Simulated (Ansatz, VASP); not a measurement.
## EuS in VASP and in Ansatz

The input INCAR:

```
SYSTEM = EuS
ALGO = Normal ; EDIFF = 1E-6
ENCUT = 600 ; GGA = PE
GGA_COMPAT = .FALSE. ; ISIF = 2
ISMEAR = 0 ; ISPIN = 2
LASPH = .TRUE. ; LCHARG = .FALSE.
LDAU = .TRUE. ; LDAUJ = 0.7 0
LDAUL = 3 -1 ; LDAUPRINT = 1
LDAUTYPE = 1 ; LDAUU = 4 0
LMAXMIX = 6 ; LORBIT = 11
LREAL = .FALSE. ; LWAVE = .FALSE.
MAGMOM = 7 -7 0 0 ; NBANDS = 35
NELM = 200 ; PREC = Accurate
SIGMA = 0.05
```

KPOINTS

```
k-points
0
G
  6 6 6
  0 0 0
```

The input POSCAR:

```
EuS
1.0
    0.0000000000      2.9785018700      2.9785018700
    5.9570037400      2.9785018700      2.9785018700
    5.9570037400      5.9570037400      0.0000000000
Eu S
2 2
Direct
    0.5000000000      0.5000000000      0.0000000000
    0.5000000000      0.5000000000      0.5000000000
    0.0000000000      0.0000000000      0.0000000000
    0.0000000000      0.0000000000      0.5000000000
```

Input for Ansatz:

```yaml
crystal:
  lattice:
    - [0.0, 2.97850187, 2.97850187]
    - [5.95700374, 2.97850187, 2.97850187]
    - [5.95700374, 5.95700374, 0.0]
  atoms:
    - { symbol: Eu, position: [0.5, 0.5, 0.0], spin: 7.0 }
    - { symbol: S, position: [0.0, 0.0, 0.0] }
    - { symbol: Eu, position: [0.5, 0.5, 0.5], spin: -7.0 }
    - { symbol: S, position: [0.0, 0.0, 0.5] }
basis:
  ecutwfc: 420
  ecutrho_ratio: 4
kpoints:
  mp_grid: { grid: [6, 6, 6] }
hamiltonian:
  xc: pbe
  hubbard:
    sites:
      - { site: 0, l: f, u: 4.0, j: 0.7 }
      - { site: 2, l: f, u: 4.0, j: 0.7 }
scf:
  occupations: { method: gaussian, width: 0.05 }
  lower_state_search: "off"
  max_iter: 150
output:
  forces: true
  stress: true
  eigenvalues: true
  populations: true
  hubbard: { sites: [{ site: 0, l: f }, { site: 2, l: f }] }
magnetization:
  spin_polarized: true
```

Alike in both runs: task single point; functional PBE; k mesh 6 × 6 × 6; occupations gaussian, width 0.05 eV; collinear spin; Hubbard terms Eu f U = 4.0 eV, J = 0.7 eV.

|  | VASP | Ansatz |
| --- | --- | --- |
| version | VASP 6.6.1 | Ansatz 0.2.0 |
| potentials or method | VASP PAW PBE potentials, release 64 (Eu, S), cutoff 600 eV | scalar-relativistic, plane waves, PAW |
| valence electrons in the cell | 46 | 46 |

Ansatz gave:

- gap on the k mesh at the Fermi level (eV): 0.36
- least direct gap on the mesh (eV): 0.36
- pressure (GPa): 0.0
- net moment per atom (μB): 0.00
- size of the moment on the site where the two differ most (μB): 6.83

**Question.** Which values does VASP return?

**Answer.** gap on the k mesh at the Fermi level (eV): 0.04; least direct gap on the mesh (eV): 0.04; pressure (GPa): 0.0; net moment per atom (μB): 0.00; size of the moment on the site where the two differ most (μB): 6.67.

Site moments also hang on the region over which each program counts them. The programs project onto different local orbitals, so the same U acts differently, and such runs can settle in different states.

Neither program's run includes spin-orbit coupling.
